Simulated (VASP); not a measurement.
# Rh (Pm-3m) in VASP: notebook, part 3 of 4

VASP 6.6.1.

## Step 4: Single point, LDA (12.20 Å³/atom)

This run uses another cell than the first one, of 12.20 Å³/atom.

Input file INCAR:

```
SYSTEM = Rh
PREC = Accurate
ENCUT = 500
EDIFF = 1E-6
ISMEAR = -1
SIGMA = 0.08
LREAL = .False.
LASPH = .True.
NELM = 120
ALGO = Normal
ISIF = 2
LWAVE = .False.
LCHARG = .False.
GGA = CA
NBANDS = 14
GGA_COMPAT = .False.
```

Input file KPOINTS:

```
regular mesh
0
Gamma
  17 17 17
  0 0 0
```

Input file POSCAR:

```
Rh
1.0
    2.3020508712      0.0000000000      0.0000000000
    0.0000000000      2.3020508712      0.0000000000
    0.0000000000      0.0000000000      2.3020508712
Rh
1
Direct
    0.0000000000      0.0000000000      0.0000000000
```

Potentials or basis: VASP PAW LDA potentials, release 64 (Rh_pv).

On the command line:

```console
$ cat potpaw_LDA.64/Rh_pv/POTCAR > POTCAR
$ mpirun -np 1 vasp_std > vasp.out
```

OUTCAR:

```text
SYSTEM = Rh
   PREC = Accurate
   ENCUT = 500
   EDIFF = 1E-6
   ISMEAR = -1
   LREAL = .False.
   LASPH = .True.
   NELM = 120
   ISIF = 2
   GGA = CA

 ion  position               nearest neighbor table
   1  0.000  0.000  0.000-

  LATTYP: Found a simple cubic cell.
 ALAT       =     2.3020508712

  Lattice vectors:

 A1 = (   2.3020508712,   0.0000000000,   0.0000000000)
 A2 = (   0.0000000000,   2.3020508712,   0.0000000000)
 A3 = (   0.0000000000,   0.0000000000,   2.3020508712)

Analysis of symmetry for initial positions (statically):
=====================================================================
 Subroutine PRICEL returns:
 Original cell was already a primitive cell.

 Routine SETGRP: Setting up the symmetry group for a
 simple cubic supercell.

 Subroutine GETGRP returns: Found 48 space group operations
 (whereof 48 operations were pure point group operations)
 out of a pool of 48 trial point group operations.

The static configuration has the point symmetry O_h .

Analysis of symmetry for dynamics (positions and initial velocities):
=====================================================================
 Subroutine PRICEL returns:
 Original cell was already a primitive cell.

 Routine SETGRP: Setting up the symmetry group for a
 simple cubic supercell.

 Subroutine GETGRP returns: Found 48 space group operations
 (whereof 48 operations were pure point group operations)
 out of a pool of 48 trial point group operations.

The dynamic configuration has the point symmetry O_h .

 Subroutine INISYM returns: Found 48 space group operations
 (whereof 48 operations are pure point group operations),
 and found     1 'primitive' translations

----------------------------------------------------------------------------------------

                                     Primitive cell

  volume of cell :      12.1996

  direct lattice vectors                    reciprocal lattice vectors
[... 111 lines left out ...]
   LHFCALC =     F    Hartree Fock is set to
   AEXX    =    0.0000 exact exchange contribution
   IVDW    =     0    specifies the selected vdW correction
   LEPSILON=     F    determine dielectric tensor
   LRPA    =     F    only Hartree local field effects (RPA)
 non-spin polarized calculation
  energy-cutoff  :      500.00
  volume of cell :       12.20
 maximum number of plane-waves:       320
 NGX is ok and might be reduce to    18
   NGX =  9   NGY =  9   NGZ =  9

 number of electron      15.0000008 magnetization

 Free energy of the ion-electron system (eV)
  ---------------------------------------------------
  ext. energy  EPLUGINS =         0.00000000
  ---------------------------------------------------
  free energy    TOTEN  =        -7.10246986 eV

  energy without entropy =       -7.07863992  energy(sigma->0) =       -7.09055489

 E-fermi :  14.2534     XC(G=0): -14.9571

 val. band max:       14.2502524197   @ k =   0.1765   0.0588   0.0000
 cond. band min:      14.2567171672   @ k =   0.1765   0.0588   0.0588
 fundamental gap:      0.0064647476
 Fermi energy:        14.2534476111

 k-point     1 :       0.0000    0.0000    0.0000
  band No.  band energies     occupation
      1     -31.9932      2.00000
      2     -31.9932      2.00000
      3     -31.9932      2.00000
      4       5.4179      2.00000
      5       6.5770      2.00000
      6       6.5770      2.00000
      7      15.5284      0.00000
      8      15.5284      0.00000
      9      15.5284      0.00000
     10      33.0958      0.00000
     11      33.0958      0.00000
     12      33.0958      0.00000
     13      34.6272      0.00000
     14      42.3924      0.00000
[... 377 lines left out ...]
      1     -33.6960      2.00000
      2     -32.0640      2.00000
      3     -31.8136      2.00000
      4       7.8386      2.00000
      5       8.9562      2.00000
      6      10.1817      2.00000
      7      12.2075      2.00000
      8      15.3002      0.00000
      9      15.3855      0.00000
     10      23.0300      0.00000
     11      32.4113      0.00000
     12      34.6280      0.00000
     13      37.0962      0.00000
     14      38.9331      0.00000

 [... further k-points ...]

------------------------ aborting loop because EDIFF is reached ----------------------------------------

  FORCE on cell =-STRESS in cart. coord.  units (eV):
  Direction    XX          YY          ZZ          XY          YZ          ZX
  --------------------------------------------------------------------------------------
  -------------------------------------------------------------------------------------
  Total        6.9221695      6.9221695      6.9221695     -0.0000000      0.0000000     -0.0000000
  in kB      909.0924696    909.0924696    909.0924696     -0.0000000      0.0000000     -0.0000000
  external PRESSURE =     909.0924696 kB  Pullay stress =       0.0000000 kB

 VOLUME and BASIS-vectors are now :
 -----------------------------------------------------------------------------
  energy-cutoff  :      500.00
  volume of cell :       12.20
      direct lattice vectors                 reciprocal lattice vectors
     2.302050871  0.000000000  0.000000000     0.434395266  0.000000000  0.000000000
     0.000000000  2.302050871  0.000000000     0.000000000  0.434395266  0.000000000
     0.000000000  0.000000000  2.302050871     0.000000000  0.000000000  0.434395266

 POSITION                                       TOTAL-FORCE (eV/Angst)
 -----------------------------------------------------------------------------------
      0.00000      0.00000      0.00000         0.000000      0.000000      0.000000
 -----------------------------------------------------------------------------------
    total drift:                               -0.000000      0.000000      0.000000

  FREE ENERGIE OF THE ION-ELECTRON SYSTEM (eV)
  ---------------------------------------------------
  free  energy   TOTEN  =        -7.1024698623 eV

  energy  without entropy=       -7.0786399164  energy(sigma->0) =       -7.09055489
```

OSZICAR:

```text
N       E                     dE             d eps       ncg     rms          rms(c)
DAV:   1     0.121064974290E+03    0.12106E+03   -0.85597E+03  4628   0.115E+03
DAV:   2    -0.583524708983E+01   -0.12690E+03   -0.12108E+03  5094   0.342E+02
DAV:   3    -0.734647986856E+01   -0.15112E+01   -0.15088E+01  5610   0.417E+01
DAV:   4    -0.735178473058E+01   -0.53049E-02   -0.53047E-02  5196   0.252E+00
DAV:   5    -0.735182853178E+01   -0.43801E-04   -0.43801E-04  5454   0.200E-01    0.177E+01
DAV:   6    -0.712981126046E+01    0.22202E+00   -0.28611E-01  4956   0.741E+00    0.875E+00
DAV:   7    -0.710537718950E+01    0.24434E-01   -0.17992E-02  5298   0.170E+00    0.267E+00
DAV:   8    -0.710251500646E+01    0.28622E-02   -0.52029E-03  4998   0.103E+00    0.137E-01
DAV:   9    -0.710246870321E+01    0.46303E-04   -0.69750E-05  5190   0.119E-01    0.180E-02
DAV:  10    -0.710246986632E+01   -0.11631E-05   -0.28810E-06  5130   0.176E-02    0.506E-03
DAV:  11    -0.710246986235E+01    0.39699E-08   -0.32921E-08  2736   0.189E-03
   1 F= -.71024699E+01 E0= -.70905549E+01  d E =-.238299E-01
```

stdout:

```text
POSCAR found type information on POSCAR Rh
 POSCAR found :  1 types and       1 ions
 scaLAPACK will be used
 LDA part: xc-table for (Slater(with rela. corr.)+CA(PZ))
 , standard interpolation
 POSCAR, INCAR and KPOINTS ok, starting setup
 FFT: planning ... GRIDC
 FFT: planning ... GRID_SOFT
 FFT: planning ... GRID
 WAVECAR not read
 entering main loop
```

Run time: 7.2 s. Hardware: 1 thread of Intel Xeon 6975P-C (Granite Rapids), shared host; peak memory 0.13 GiB.

What came out:

- Free energy: -7.1025 eV
- Pressure: 90.9 GPa
- Band gap on the k mesh: zero (an odd number of electrons rules out a gap without spin polarisation)

Levels at points of the mesh, in eV from the Fermi level:
```csv
k point,band 6,band 7,band 8,band 9,band 10,band 11
"(0.00, 0.00, 0.00)",-7.68,1.27,1.27,1.27,18.84,18.84
```

Caveat: the cell stands under pressure.

[end of part 3 of 4]
